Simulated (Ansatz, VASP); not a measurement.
Two plane-wave programs on InSb

File INCAR:

```
ALGO = Normal
EDIFF = 1E-6
ENCUT = 520
GGA = PE
ISIF = 2
ISMEAR = 0
LASPH = T
LCHARG = F
LREAL = F
LWAVE = F
NBANDS = 16
NELM = 100
PREC = Accurate
SIGMA = 0.15
```

File KPOINTS:

```
k-points
0
Gamma
  16 16 16
```

File POSCAR:

```
InSb
1.0
   -2.8595500000      2.8595500000      1.6824500000
    2.8595500000     -2.8595500000      1.6824500000
    2.8595500000      2.8595500000     -1.6824500000
In Sb
1 1
Direct
    0.2500000000      0.7500000000      0.5000000000
    0.0000000000      0.0000000000      0.0000000000
```

Input for Ansatz:

```yaml
crystal:
  lattice:
    - [-2.85955, 2.85955, 1.68245]
    - [2.85955, -2.85955, 1.68245]
    - [2.85955, 2.85955, -1.68245]
  atoms:
    - { symbol: In, position: [0.25, 0.75, 0.5] }
    - { symbol: Sb, position: [0.0, 0.0, 0.0] }
basis:
  ecutwfc: 420
kpoints:
  mp_grid: { grid: [16, 16, 16] }
hamiltonian:
  xc: pbe
  pseudopotentials: { kind: paw, azcp: { folder: soft_1 } }
scf:
  occupations: { method: gaussian, width: 0.15 }
output:
  forces: true
  stress: true
  eigenvalues: true
  write_density: true
  write_potential: true
  elf: true
  volumetric_format: npy
```

Alike in both runs: task single point; functional PBE; k mesh 16 × 16 × 16; occupations gaussian, width 0.15 eV; no spin polarisation.

```csv
,VASP,Ansatz
version,VASP 6.6.1,Ansatz 0.2.0
potentials or method,"VASP PAW PBE potentials, release 64 (In_d, Sb), cutoff 520 eV","scalar-relativistic, plane waves, PAW"
valence electrons in the cell,18,28
```

|  | VASP | Ansatz | Ansatz less VASP |
| --- | --- | --- | --- |
| gap on the k mesh at the Fermi level (eV) | none | none | - |
| pressure (GPa) | 2.0 | 2.0 | +0.05 |
| traceless stress, the component that is largest in VASP (GPa) | -2.56 | -2.56 | -0.002 |

A gap of «none» marks a metal or a gap that the smearing closes. VASP's potentials hold 18 valence electrons a cell and Ansatz's 28, so a difference there can come from the potentials and not from the codes.

Spin-orbit coupling is off throughout.
